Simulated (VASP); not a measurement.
Re: electric field gradients with LDA+U

Crystal: Re.

```xyz
1
Lattice="-0.0445 1.9724 2.0021 1.9315 -0.0064 1.9640 1.9510 1.9538 -0.0259" Properties=species:S:1:pos:R:3 pbc="T T T"
Re    0.0000    0.0000    0.0000
```

This cell differs from its parent crystal: the cell strained at random.

- Program: VASP 6.6.1
- Task: electric field gradients
- Functional: LDA
- Potentials or basis: VASP PAW LDA potentials, release 64 (Re)
- Cutoff: 520 eV
- k mesh: 9 × 9 × 9
- Occupations: tetrahedron
- Spin: no spin polarisation
- Hubbard terms: Re d U = 6.2 eV
- Dipole correction: no
- Further INCAR settings: ALGO = Normal; EDIFF = 1e-08; NBANDS = 10

The pressure is -22.0 GPa and the band gap on the k mesh is zero (an odd number of electrons rules out a gap without spin polarisation). The largest electric field gradient by atom is Re +65.1 V/Å².

Stress tensor (GPa, compression positive):
```
-21.23   3.67  10.08
  3.67 -20.82  -1.76
 10.08  -1.76 -24.00
```

Levels at points of the mesh, in eV from the Fermi level:
```
           k point  band 1  band 2  band 3  band 4  band 5  band 6  band 7  band 8  band 9
(0.00, 0.00, 0.00)   -9.40   -1.43   -1.12   -0.86    0.59    0.90   14.21   19.02   19.82
```

Electric field gradients, principal values (V/Å²):
| atom | least | middle | greatest (by size) |
| --- | --- | --- | --- |
| 1 Re | -7.069 | -57.996 | 65.066 |

Eigenvalues of the final occupation matrices:
| site | spin | trace | eigenvalues |
| --- | --- | --- | --- |
| site 1 d | 1 | 2.55 | 0.41 0.43 0.45 0.62 0.63 |
| site 1 d | 2 | 2.55 | 0.41 0.43 0.45 0.62 0.63 |

Wall time 6.3 min on 1 thread of Intel(R) Xeon(R) Platinum 8259CL CPU @ 2.50GHz (Skylake/Cascade Lake), on a shared host, peak memory 0.21 GiB.

Caveat: the cell differs from its parent crystal (the cell strained at random); the cell stands under tension; without QUAD_EFG the Cq values of the log hold for a quadrupole moment of 1 mb, not for the nuclei; spin-orbit coupling is left out, which moves the levels of the heavy elements; U without spin polarisation on a metal has little footing; the U is typed as a test and isn't derived for this compound; tetrahedron occupations give inexact forces and stress in metals.
